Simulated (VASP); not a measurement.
**GaN: relaxation of cell and atoms with PBE**

The system is GaN.

```xyz
4
Lattice="3.1800 0.0000 0.0000 -1.5900 2.7540 0.0000 0.0000 0.0000 5.1660" Properties=species:S:1:pos:R:3 pbc="T T T"
Ga    0.0000    1.8360    0.0000
Ga    1.5900    0.9180    2.5830
N     0.0000    1.8360    1.9373
N     1.5900    0.9180    4.5203
```

```yaml
Program: VASP 6.6.1
Task: relaxation of cell and atoms
Functional: PBE
Potentials_or_basis: VASP PAW PBE potentials, release 64 (Ga_d, N)
Cutoff: 600 eV
k_mesh: 10 × 10 × 6
Occupations: gaussian, width 0.05 eV
Spin: no spin polarisation
Dipole_correction: no
Further_INCAR_settings: ALGO = Normal; EDIFF = 1e-07; IBRION = 2; EDIFFG = -0.01; NSW = 80; ISIF = 3
```

```yaml
Relaxed_volume: 11.75 Å³/atom
Relaxed_cell: a = 3.217 Å, b = 3.217 Å, c = 5.243 Å, α = 90.00°, β = 90.00°, γ = 120.00°
Space_group_after_relaxing_to_0.1_Å: P6_3mc (No. 186)
Energy_gained_by_relaxing: 10.1 meV/atom
Ionic_steps: 5
Pressure_after_relaxing: 0.1 GPa
Largest_force_after_relaxing: 0.008 eV/Å
Band_gap_on_the_k_mesh: 1.72 eV
```

Forces on the atoms (eV/Å):
```
Ga   0.000  0.000 -0.008
Ga   0.000  0.000 -0.008
N    0.000  0.000  0.008
N    0.000  0.000  0.008
```

Step by step:
```tsv
step	energy change (eV)	largest force (eV/Å)	pressure (GPa)	volume (Å³)
1	0.0000	0.1347	7.18	45.24
2	-0.0117	0.0620	-5.19	48.64
3	-0.0402	0.0111	-0.01	47.03
4	-0.0402	0.0131	0.13	46.99
5	-0.0402	0.0076	0.12	46.99
```

Final structure:
```xyz
4
Lattice="3.2170 0.0000 0.0000 -1.6085 2.7860 0.0000 0.0000 0.0000 5.2433" Properties=species:S:1:pos:R:3 pbc="T T T"
Ga    0.0000    1.8573    5.2393
Ga    1.6085    0.9287    2.6177
N     0.0000    1.8573    1.9702
N     1.6085    0.9287    4.5919
```

Levels at points of the mesh, in eV from the valence-band top:
```csv
k point,band 16,band 17,band 18,band 19,band 20,band 21
"(0.00, 0.00, 0.00)",-0.04,0.00,0.00,1.72,4.08,9.02
"(0.50, 0.00, 0.00)",-2.64,-2.12,-0.96,4.99,5.38,5.97
"(0.00, 0.00, 0.50)",-0.51,-0.51,-0.51,4.07,4.07,8.31
"(0.50, 0.00, 0.50)",-1.87,-1.84,-1.84,4.31,4.31,7.58
```

It took 2.4 min on 1 thread of Intel(R) Xeon(R) Platinum 8488C (Sapphire Rapids) (shared host), peak memory 0.21 GiB.

As with any semilocal functional, this PBE gap is likely too small. Zero-point motion and thermal expansion aren't in these numbers.
